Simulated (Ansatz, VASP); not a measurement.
## LiCl in VASP and in Ansatz

File POSCAR:

```
LiCl
1.0
   -0.0852012331      2.4708357595      2.4708357595
    2.4708357595     -0.0852012331      2.4708357595
    2.4708357595      2.4708357595     -0.0852012331
Li Cl
1 1
Direct
    0.0000000000      0.0000000000      0.0000000000
    0.5000000000      0.5000000000      0.5000000000
```

Contents of INCAR.step1:

```
PREC     = Accurate       # precision mode
ENCUT    = 520            # plane-wave cutoff, eV
EDIFF    = 1E-5           # SCF threshold, eV
ISMEAR   = 0              # smearing method
SIGMA    = 0.01           # smearing width, eV
LREAL    = F              # projectors in reciprocal space
LASPH    = T              # aspherical terms in the spheres
NELM     = 100            # most SCF steps
ALGO     = Normal         # electronic algorithm
ISIF     = 2              # what is computed and relaxed
LWAVE    = T              # write WAVECAR
NBANDS   = 12             # bands
GGA      = PE             # functional
```

File INCAR.step2:

```
PREC     = Accurate       # precision mode
ENCUT    = 520            # plane-wave cutoff, eV
EDIFF    = 1E-6           # SCF threshold, eV
ISMEAR   = 0              # smearing method
SIGMA    = 0.01           # smearing width, eV
LREAL    = F              # projectors in reciprocal space
LASPH    = T              # aspherical terms in the spheres
NELM     = 100            # most SCF steps
ALGO     = Normal         # electronic algorithm
ISIF     = 2              # what is computed and relaxed
LWAVE    = F              # write WAVECAR
LCHARG   = T              # write CHGCAR
GGA      = PE             # functional
LHFCALC  = T              # exact exchange
HFSCREEN = 0.2079         # screening, 1/A
PRECFOCK = Normal       
LELF     = T              # ELF
LVHAR    = T            
NBANDS   = 12             # bands
ISTART   = 1
```

Contents of KPOINTS:

```
Automatic mesh
0
Gamma
  6 6 6
```

Input for Ansatz:

```yaml
crystal:
  lattice:
    - [-0.0852012331, 2.4708357595, 2.4708357595]
    - [2.4708357595, -0.0852012331, 2.4708357595]
    - [2.4708357595, 2.4708357595, -0.0852012331]
  atoms:
    - { symbol: Li, position: [0.0, 0.0, 0.0] }
    - { symbol: Cl, position: [0.5, 0.5, 0.5] }
kpoints:
  mp_grid: { grid: [6, 6, 6] }
  band_path:
    path:
      - [0.0, 0.0, 0.0]
      - [0.5, 0.0, 0.5]
      - [0.625, 0.25, 0.625]
      - [0.375, 0.375, 0.75]
      - [0.5, 0.5, 0.5]
      - [0.5, 0.25, 0.75]
    npoints: 1
hamiltonian:
  xc: hse06
scf:
  occupations: { method: fixed }
  n_extra_bands: 4
output:
  forces: true
  stress: true
  eigenvalues: true
```

Change from the starting cell: shear_111 strain -5.0%.

Alike in both runs: task single point; functional HSE06; k mesh 6 × 6 × 6; no spin polarisation.

|  | VASP | Ansatz |
| --- | --- | --- |
| version | VASP 6.6.1 | Ansatz 0.2.0 |
| potentials or method | VASP PAW PBE potentials, release 64 (Li_sv, Cl) | plane waves, PAW |
| plane-wave cutoff (eV) | 520 | 420 |
| occupations | gaussian, width 0.01 eV | fixed |
| valence electrons in the cell | 10 | 10 |

|  | VASP | Ansatz | Ansatz less VASP |
| --- | --- | --- | --- |
| gap on the k mesh at the Fermi level (eV) | 7.70 | 7.69 | -0.003 |

Ansatz's warnings: stress exchange threshold loose, stress scf threshold loose.

Noted on VASP's run: the cutoff is under 1.25 times that of the potentials, so the pressure is a little rough.
